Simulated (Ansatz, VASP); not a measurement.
**SiS2: VASP beside Ansatz**

Contents of INCAR:

```
PREC = Accurate
ENCUT = 500
EDIFF = 1E-7
ISMEAR = 0
SIGMA = 0.02
LREAL = F
LASPH = T
NELM = 120
ALGO = Normal
ISIF = 3
LWAVE = F
LCHARG = F
GGA = PE
IBRION = 2
NSW = 100
EDIFFG = -0.005
GGA_COMPAT = F
NELMIN = 4
```

File KPOINTS:

```
Automatic mesh
0
Gamma
  6 6 6
```

The input POSCAR:

```
SiS2
1.0
   -3.1847042329      5.5437967501      2.7963366603
    3.1847042329     -5.5437967501      2.7963366603
    3.1847042329      5.5437967501     -2.7963366603
Si S
2 4
Direct
    0.7500000000      0.7500000000      0.0000000000
    0.2500000000      0.2500000000      0.0000000000
    0.8960278368      0.8185613192      0.7145891560
    0.1039721632      0.1814386808      0.2854108440
    0.6039721632      0.3185613192      0.9225334823
    0.3960278368      0.6814386808      0.0774665177
```

Input for Ansatz:

```yaml
crystal:
  lattice:
    - [-3.1846524408, 5.543792627, 2.7963388891]
    - [3.1846524408, -5.543792627, 2.7963388891]
    - [3.1846524408, 5.543792627, -2.7963388891]
  atoms:
    - { symbol: Si, position: [0.75, 0.75, 0.0] }
    - { symbol: Si, position: [0.25, 0.25, 0.0] }
    - { symbol: S, position: [0.896028308, 0.8185564713, 0.7145847793] }
    - { symbol: S, position: [0.103971692, 0.1814435287, 0.2854152207] }
    - { symbol: S, position: [0.603971692, 0.3185564713, 0.9225281633] }
    - { symbol: S, position: [0.396028308, 0.6814435287, 0.0774718367] }
basis:
  ecutwfc: 420
kpoints:
  mp_grid: { grid: [6, 6, 6] }
hamiltonian:
  xc: pbe
scf:
  occupations: { method: gaussian, width: 0.02 }
output:
  forces: true
  stress: true
  eigenvalues: true
relax:
  adjacent_minimum: "off"
  f_tol: 0.005
  max_steps: 80
  cell: { stress_tol: 0.05 }
```

Alike in both runs: task relaxation of cell and atoms; functional PBE; k mesh 6 × 6 × 6; occupations gaussian, width 0.02 eV; no spin polarisation.

|  | VASP | Ansatz |
| --- | --- | --- |
| version | VASP 6.6.1 | Ansatz 0.2.0 |
| potentials or method | VASP PAW PBE potentials, release 64 (Si, S), cutoff 500 eV | scalar-relativistic, plane waves, PAW |
| valence electrons in the cell | 32 | 32 |

```tsv
	VASP	Ansatz	Ansatz less VASP
gap on the k mesh at the Fermi level, each at its own relaxed structure (eV)	3.10	3.09	-0.007
relaxed volume (Å³/atom)	32.18	32.91	+0.728
relaxed cell length with the largest relative difference (Å)	6.917	6.978	+0.0609
```
